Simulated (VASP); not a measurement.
Input of a VASP 6.6.1 run:

Contents of INCAR:

```
PREC = Accurate
ENCUT = 600
EDIFF = 1E-6
ISMEAR = 0
SIGMA = 0.2
LREAL = False
LASPH = True
NELM = 120
ALGO = Normal
ISIF = 2
LWAVE = False
LCHARG = True
GGA = PE
LELF = True
LVHAR = True
NBANDS = 32
GGA_COMPAT = False
```

The input KPOINTS:

```
regular mesh
0
Gamma
  4 4 4
```

File POSCAR:

```
Mg2Zn3O
1.0
    2.5724866453      1.4852258571      3.9387569053
   -2.5724866453      1.4852258571      3.9387569053
    0.0000000000     -2.9704517143      3.9387569053
Mg Zn O
2 3 1
Direct
    0.1228162474      0.1228162474      0.1228162474
    0.8771837526      0.8771837526      0.8771837526
    0.0000000000      0.5000000000      0.5000000000
    0.5000000000      0.0000000000      0.5000000000
    0.5000000000      0.5000000000      0.0000000000
    0.5000000000      0.5000000000      0.5000000000
```

Potentials or basis: VASP PAW PBE potentials, release 64 (Mg, Zn, O).

The run is started by

```bash
$ cat potpaw_PBE.64/Mg/POTCAR potpaw_PBE.64/Zn/POTCAR potpaw_PBE.64/O/POTCAR > POTCAR
$ mpirun -np 1 vasp_std > vasp.out
```

Problem. What does it give for the band gap on the k mesh?

Solution. Zero (band 23 reaches 3.98 eV, above the bottom of band 24 at 2.86 eV).

Problem. What does it give for the largest force?

Solution. 0.005 eV/Å.

Forces in eV/Å, atoms in the order of the input:
```
Mg   0.000  0.000 -0.005
Mg   0.000  0.000  0.005
Zn   0.000  0.000  0.000
Zn   0.000  0.000  0.000
Zn   0.000  0.000  0.000
O    0.000  0.000  0.000
```

Caveat: the k points lie up to 0.38 Å⁻¹ apart.
